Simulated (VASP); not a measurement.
# C (C2/m) in VASP: single point with PBEsol+D3(BJ)

Aim: the single point of C with PBEsol+D3(BJ).

Everything below comes from runs of VASP 6.6.1. Logs are shortened: lines on timing, memory, paths and dates and some standing lists are left out, and cuts for length are marked.

## (1) The cell of the first run

Symmetry: C2/m, No. 12, monoclinic system. Conventional cell: a = 20.381 Å, b = 2.458 Å, c = 3.577 Å, α = 90.00°, β = 93.64°, γ = 90.00°. Within 1.9 Å of C (site symmetry m) lie 3 C at 1.42 Å. Within 1.9 Å of C (site symmetry m) lie 3 C at 1.42 to 1.79 Å. C (site symmetry m) has 3 C at 1.42 Å within 1.9 Å. Within 1.9 Å of C (site symmetry m) lie 3 C at 1.42 Å. Within 1.9 Å of C (site symmetry m) lie 3 C at 1.42 Å.

## (2) Single point, PBEsol+D3(BJ)

INCAR reads:

```
SYSTEM = C
PREC = Accurate
ENCUT = 520
EDIFF = 1E-6
ISMEAR = 0
SIGMA = 0.05
LREAL = .False.
LASPH = .True.
NELM = 100
ALGO = Normal
ISIF = 2
LWAVE = .False.
LCHARG = .True.
GGA = PS
IVDW = 12
LELF = .True.
LVHAR = .True.
NBANDS = 31
ISYM = 0
```

KPOINTS reads:

```
regular mesh
0
Gamma
  8 11 3
  0 0 0
```

POSCAR reads:

```
C
1.0
    0.0000000000      1.4191802056     -3.2829684911
   -2.4580922212      0.0000000000      0.0000000000
    1.2290461106      9.5918337802      3.4416875509
C
10
Direct
    0.5730474313      0.0162738787      0.8325477574
    0.7673565976      0.6320063382      0.0640126765
    0.9687793060      0.2280732234      0.2561464467
    0.1702020145      0.8241401085      0.4482802170
    0.3716247229      0.4202069936      0.6404139872
    0.8340661108      0.1640605469      0.1281210937
    0.0354888192      0.7601274320      0.3202548640
    0.2369115276      0.3561943171      0.5123886342
    0.4383342361      0.9522612022      0.7045224044
    0.6397569445      0.5483280873      0.8966561747
```

Potentials or basis: VASP PAW PBE potentials, release 64 (C).

Started as:

```bash
> cat potpaw_PBE.64/C/POTCAR > POTCAR
> mpirun -np 1 vasp_std > vasp.out
```

OUTCAR:

```text
SYSTEM = C
   PREC = Accurate
   ENCUT = 520
   EDIFF = 1E-6
   ISMEAR = 0
   LREAL = .False.
   LASPH = .True.
   NELM = 100
   ISIF = 2
   GGA = PS
   IVDW = 12
   ISYM = 0
 IVDW          = 12

 ion  position               nearest neighbor table
   1  0.573  0.016  0.833-   9 1.42  10 1.42  10 1.42
   2  0.767  0.632  0.064-   6 1.42   6 1.42  10 1.79
   3  0.969  0.228  0.256-   6 1.42   7 1.42   7 1.42
   4  0.170  0.824  0.448-   8 1.42   8 1.42   7 1.42
   5  0.372  0.420  0.640-   9 1.42   9 1.42   8 1.42
   6  0.834  0.164  0.128-   2 1.42   2 1.42   3 1.42
   7  0.035  0.760  0.320-   3 1.42   4 1.42   3 1.42
   8  0.237  0.356  0.512-   4 1.42   4 1.42   5 1.42
   9  0.438  0.952  0.705-   5 1.42   5 1.42   1 1.42
  10  0.640  0.548  0.897-   1 1.42   1 1.42   2 1.79

IMPORTANT INFORMATION: All symmetrisations will be switched off!
NOSYMM: (Re-)initialisation of all symmetry stuff for point group C_1.

----------------------------------------------------------------------------------------

                                     Primitive cell

  volume of cell :      89.4108

  direct lattice vectors                    reciprocal lattice vectors
     0.000000000  1.419180206 -3.282968491     0.000000000  0.094619277 -0.263699818
    -2.458092221  0.000000000  0.000000000    -0.406819562  0.045127877  0.019508134
     1.229046111  9.591833780  3.441687551     0.000000000  0.090255754  0.039016269

  length of vectors
     3.576584204  2.458092221 10.264455310     0.280161385  0.409779512  0.098327872

  position of ions in fractional coordinates (direct lattice)
     0.573047431  0.016273879  0.832547757
     0.767356598  0.632006338  0.064012676
     0.968779306  0.228073223  0.256146447
     0.170202014  0.824140109  0.448280217
     0.371624723  0.420206994  0.640413987
     0.834066111  0.164060547  0.128121094
     0.035488819  0.760127432  0.320254864
     0.236911528  0.356194317  0.512388634
     0.438334236  0.952261202  0.704522404
     0.639756945  0.548328087  0.896656175

  ion indices of the primitive-cell ions
   primitive index   ion index
                 1           1
                 2           2
                 3           3
                 4           4
                 5           5
                 6           6
                 7           7
                 8           8
                 9           9
                10          10

----------------------------------------------------------------------------------------

 KPOINTS: regular mesh

Automatic generation of k-mesh.
 Grid dimensions read from file:
 generate k-points for:    8   11    3

 Generating k-lattice:

  Cartesian coordinates                     Fractional coordinates (reciprocal lattice)
     0.000000000  0.011827410 -0.032962477     0.125000000  0.000000000  0.000000000
    -0.036983597  0.004102534  0.001773467    -0.000000000  0.090909091 -0.000000000
     0.000000000  0.030085251  0.013005423    -0.000000000  0.000000000  0.333333333

  Length of vectors
     0.035020173  0.037252683  0.032775957

  Shift w.r.t. Gamma in fractional coordinates (k-lattice)
     0.000000000  0.000000000  0.000000000

 -----------------------------------------------------------------------------
|                                                                             |
|           W    W    AA    RRRRR   N    N  II  N    N   GGGG   !!!           |
|           W    W   A  A   R    R  NN   N  II  NN   N  G    G  !!!           |
|           W    W  A    A  R    R  N N  N  II  N N  N  G       !!!           |
|           W WW W  AAAAAA  RRRRR   N  N N  II  N  N N  G  GGG   !            |
|           WW  WW  A    A  R   R   N   NN  II  N   NN  G    G                |
|           W    W  A    A  R    R  N    N  II  N    N   GGGG   !!!           |
|                                                                             |
|     Your reciprocal lattice and k-lattice belong to different lattice       |
|     classes:                                                                |
|                                                                             |
|        The reciprocal lattice is base-centered monoclinic,                  |
|        whereas your k-lattice is triclinic.                                 |
|                                                                             |
|     Results are often still useful ...                                      |
|                                                                             |
 -----------------------------------------------------------------------------

 WARNING: IBZKPT: internal override: KBLOWUP is changed to .FALSE.
      ... skipping the blow-up phase ...

 Subroutine IBZKPT returns following result:
 ===========================================

 Found    133 irreducible k-points:

 Following reciprocal coordinates:
            Coordinates               Weight
  0.000000  0.000000  0.000000      1.000000
  0.125000  0.000000  0.000000      2.000000
  0.250000  0.000000  0.000000      2.000000
  0.375000  0.000000  0.000000      2.000000
  0.500000  0.000000  0.000000      1.000000
 -0.000000  0.090909  0.000000      2.000000
[... 16 lines left out ...]
  0.125000  0.272727  0.000000      2.000000
  0.250000  0.272727  0.000000      2.000000
 [... further k-points ...]
   k-points           NKPTS =    133   k-points in BZ     NKDIM =    133   number of bands    NBANDS=     31
   number of dos      NEDOS =    301   number of ions     NIONS =     10
   total plane-waves  NPLWV =  40320
   dimension x,y,z NGX =    28 NGY =   18 NGZ =   80
   dimension x,y,z NGXF=    56 NGYF=   36 NGZF=  160
   ions per type =              10
   NGX,Y,Z   is equivalent  to a cutoff of  13.01, 12.17, 12.96 a.u.
   NGXF,Y,Z  is equivalent  to a cutoff of  26.03, 24.35, 25.91 a.u.
 SYSTEM =  C
   PREC   = accura    normal or accurate (medium, high low for compatibility)
   ISTART =      0    job   : 0-new  1-cont  2-samecut
   ICHARG =      2    charge: 1-file 2-atom 10-const
   ISPIN  =      1    spin polarized calculation?
   LNONCOLLINEAR =      F non collinear calculations
   LSORBIT =      F    spin-orbit coupling
   LASPH  =      T    aspherical Exc in radial PAW
   ENCUT  =  520.0 eV  38.22 Ry    6.18 a.u.   6.65  4.57 19.09*2*pi/ulx,y,z
   NELM   =    100;   NELMIN=  2; NELMDL= -5     # of ELM steps
   EDIFF  = 0.1E-05   stopping-criterion for ELM
   LREAL  =      F    real-space projection
   EDIFFG = 0.1E-04   stopping-criterion for IOM
   NSW    =      0    number of steps for IOM
   IBRION =     -1    ionic relax: 0-MD 1-quasi-New 2-CG
   NFREE  =      0    steps in history (QN), initial steepest desc. (CG)
   ISIF   =      2    stress and relaxation
   ISYM   =      0    0-nonsym 1-usesym 2-fastsym
   POTIM  = 0.5000    time-step for ionic-motion
   TEBEG  =    0.0;   TEEND  =   0.0 temperature during run
   PSTRESS=    0.0 pullay stress
   NELECT =      40.0000    total number of electrons
   NUPDOWN=      -1.0000    fix difference up-down
   EMIN   =  10.00;   EMAX   =-10.00  energy-range for DOS
   EFERMI =   0.00;   METHOD = LEGACY
   ISMEAR =     0;   SIGMA  =   0.05  broadening in eV -4-tet -1-fermi 0-gaus
   EFERMI_NEDOS =   21; number of points for ismear=-14 and -15
   IALGO  =     38    algorithm
   IMIX   =      4    mixing-type and parameters
     AMIX     =   0.40;   BMIX     =  1.00
     AMIX_MAG =   1.60;   BMIX_MAG =  1.00
  volume/ion in A,a.u.               =       8.94        60.34
  Fermi-wavevector in a.u.,A,eV,Ry     =   1.252078  2.366085 21.329855  1.567700
  Thomas-Fermi vector in A             =   2.385996
   LORBIT       =      0    0 simple, 1 ext, 2 COOP (PROOUT), +10 PAW based schemes
   GGA     = PS    functional components
   LHFCALC =     F    Hartree Fock is set to
   AEXX    =    0.0000 exact exchange contribution
   IVDW    =    12    specifies the selected vdW correction
   LEPSILON=     F    determine dielectric tensor
   LRPA    =     F    only Hartree local field effects (RPA)
 non-spin polarized calculation
 Gauss-broadening in eV      SIGMA  =   0.05
  energy-cutoff  :      520.00
  volume of cell :       89.41
 maximum number of plane-waves:      2436
   NGX = 13   NGY =  9   NGZ = 37

 number of electron      40.0000000 magnetization

 Free energy of the ion-electron system (eV)
  ---------------------------------------------------
  ext. energy  EPLUGINS =         0.00000000
  ---------------------------------------------------
  free energy    TOTEN  =       -94.93814066 eV

  energy without entropy =      -94.93814062  energy(sigma->0) =      -94.93814064

 E-fermi :   4.4860     XC(G=0): -10.5535

 val. band max:        4.3319569567   @ k =   0.2500  -0.3636   0.3333
 cond. band min:       4.6404156479   @ k =   0.2500  -0.3636   0.3333
 fundamental gap:      0.3084586913
 Fermi energy:         4.4860456736

 k-point     1 :       0.0000    0.0000    0.0000
  band No.  band energies     occupation
      1     -15.0916      2.00000
      2     -14.3234      2.00000
      3     -13.6507      2.00000
      4     -11.5778      2.00000
      5     -10.8025      2.00000
      6      -7.0562      2.00000
[... 23 lines left out ...]
     30      12.6962      0.00000
     31      13.0589      0.00000

 k-point     2 :       0.1250    0.0000    0.0000
  band No.  band energies     occupation
      1     -15.0434      2.00000
      2     -14.3068      2.00000
      3     -13.5898      2.00000
      4     -11.6635      2.00000
      5     -10.6971      2.00000
      6      -7.2744      2.00000
[... 23 lines left out ...]
     30      12.7947      0.00000
     31      13.2094      0.00000

 k-point     3 :       0.2500    0.0000    0.0000
  band No.  band energies     occupation
      1     -14.9169      2.00000
      2     -14.2756      2.00000
      3     -13.4165      2.00000
      4     -11.8692      2.00000
      5     -10.4490      2.00000
      6      -7.6880      2.00000
[... 23 lines left out ...]
     30      13.1882      0.00000
     31      13.4037      0.00000

 k-point     4 :       0.3750    0.0000    0.0000
  band No.  band energies     occupation
      1     -14.7685      2.00000
      2     -14.2642      2.00000
      3     -13.1772      2.00000
      4     -12.1223      2.00000
      5     -10.1722      2.00000
      6      -8.0809      2.00000
[... 23 lines left out ...]
     30      13.3569      0.00000
     31      13.5554      0.00000

 k-point     5 :       0.5000    0.0000    0.0000
  band No.  band energies     occupation
      1     -14.6957      2.00000
      2     -14.2701      2.00000
      3     -13.0316      2.00000
      4     -12.2707      2.00000
      5     -10.0356      2.00000
      6      -8.2589      2.00000
[... 23 lines left out ...]
     30      14.5894      0.00000
     31      14.5963      0.00000
[... 542 lines left out ...]
     30      13.7354      0.00000
     31      14.0060      0.00000

 k-point    22 :       0.0000    0.2727    0.0000
  band No.  band energies     occupation
      1     -13.7533      2.00000
      2     -13.0604      2.00000
      3     -12.2718      2.00000
      4     -10.5201      2.00000
      5      -9.4279      2.00000
      6      -6.8151      2.00000
[... 23 lines left out ...]
     30      13.0915      0.00000
     31      13.6905      0.00000

 k-point    23 :       0.1250    0.2727    0.0000
  band No.  band energies     occupation
      1     -13.6996      2.00000
      2     -13.0811      2.00000
      3     -12.1439      2.00000
      4     -10.7058      2.00000
      5      -9.2054      2.00000
      6      -7.0167      2.00000
[... 23 lines left out ...]
     30      13.0914      0.00000
     31      13.5397      0.00000

 k-point    24 :       0.2500    0.2727    0.0000
  band No.  band energies     occupation
      1     -13.5761      2.00000
      2     -13.0582      2.00000
      3     -11.9483      2.00000
      4     -10.8943      2.00000
      5      -8.9855      2.00000
      6      -7.2384      2.00000
[... 23 lines left out ...]
     30      13.5779      0.00000
     31      14.6070      0.00000

 [... further k-points ...]

------------------------ aborting loop because EDIFF is reached ----------------------------------------

 Edisp (eV)   -1.10232

 E8    (eV) :    -0.5360

  FORCE on cell =-STRESS in cart. coord.  units (eV):
  Direction    XX          YY          ZZ          XY          YZ          ZX
  --------------------------------------------------------------------------------------
  -------------------------------------------------------------------------------------
  Total      -0.74776   -10.74901    -0.23505     0.01288    -0.99392    -0.00338
  in kB     -13.39928  -192.61455    -4.21197     0.23083   -17.81040    -0.06059
  external pressure =      -70.08 kB  Pullay stress =        0.00 kB

 VOLUME and BASIS-vectors are now :
 -----------------------------------------------------------------------------
  energy-cutoff  :      520.00
  volume of cell :       89.41
      direct lattice vectors                 reciprocal lattice vectors
     0.000000000  1.419180206 -3.282968491     0.000000000  0.094619277 -0.263699818
    -2.458092221  0.000000000  0.000000000    -0.406819562  0.045127877  0.019508134
     1.229046111  9.591833780  3.441687551     0.000000000  0.090255754  0.039016269

 POSITION                                       TOTAL-FORCE (eV/Angst)
 -----------------------------------------------------------------------------------
      0.98324      8.79892      0.98407        -0.002420      1.799169     -0.003537
     -1.47486      1.70302     -2.29890        -0.002478     -4.108973     -0.858742
     -0.24581      3.83179     -2.29890        -0.001911      0.386394      0.119576
     -1.47486      4.54138      0.98407        -0.002202      0.153835     -0.004777
     -0.24581      6.67015      0.98407        -0.002053      0.229983      0.012467
     -0.24581      2.41261     -2.29726         0.002331     -1.799121      0.003541
     -1.47486      3.12220      0.98571         0.002382     -0.229996     -0.012483
     -0.24581      5.25097      0.98571         0.001873     -0.153850      0.004739
     -1.47486      7.37974      0.98571         0.002336     -0.386456     -0.119604
     -0.24581      9.50851      0.98571         0.002141      4.109016      0.858821
 -----------------------------------------------------------------------------------
    total drift:                               -0.000230      0.000032      0.000046

  FREE ENERGIE OF THE ION-ELECTRON SYSTEM (eV)
  ---------------------------------------------------
  free  energy   TOTEN  =       -96.0404592862 eV

  energy  without entropy=      -96.0404592525  energy(sigma->0) =      -96.04045927
```

Run time: 3.7 min. Hardware: 1 thread of Intel Xeon Platinum 8488C (Sapphire Rapids), shared host; peak memory 0.35 GiB.

Results:

```
Free energy                : -96.0405 eV
Pressure                   : -7.0 GPa
Largest force              : 4.198 eV/Å
Band gap on the k mesh     : 0.31 eV, direct
Dispersion energy per atom : -0.110 eV
```

Forces on the atoms (eV/Å):
```
C   -0.002  1.799 -0.004
C   -0.002 -4.109 -0.859
C   -0.002  0.386  0.120
C   -0.002  0.154 -0.005
C   -0.002  0.230  0.012
C    0.002 -1.799  0.004
C    0.002 -0.230 -0.012
C    0.002 -0.154  0.005
C    0.002 -0.386 -0.120
C    0.002  4.109  0.859
```

Caveat: the PAW data sets were made with another functional, which shifts forces and pressure a little. A k mesh can miss the band edges.
